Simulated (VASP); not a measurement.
Ge:

```xyz
2
Lattice="-2.4959 2.6509 1.4369 2.4959 -2.6509 1.4369 2.4959 2.6509 -1.4369" Properties=species:S:1:pos:R:3 pbc="T T T"
Ge    0.0000    1.3254    0.1841
Ge    2.4959    1.3254    1.2529
```

Base run:

| Item | Value |
| --- | --- |
| Program | VASP 6.6.1 |
| Functional | PBE |
| Potentials or basis | VASP PAW PBE potentials, release 64 (Ge_d) |
| Cutoff | 500 eV |
| k mesh | 11 × 11 × 11 |
| Occupations | gaussian, width 0.014 eV |
| Spin | no spin polarisation |

Its results: band gap on the k mesh zero (bands 14 and 15 overlap by 5.21 eV); pressure 0.9 GPa; largest force 0.062 eV/Å.

Problem. The run is repeated on the same cell with these changes: functional from PBE to r2SCAN; cutoff from 500 eV to 520 eV; occupations from gaussian, width 0.014 eV to fermi-dirac, width 0.05 eV. What comes out?

Solution. Band gap on the k mesh zero (bands 14 and 15 overlap by 5.48 eV); pressure -1.5 GPa; largest force 0.090 eV/Å.

Caveats: the PAW data sets were made with another functional, which shifts forces and pressure a little (at least some runs).
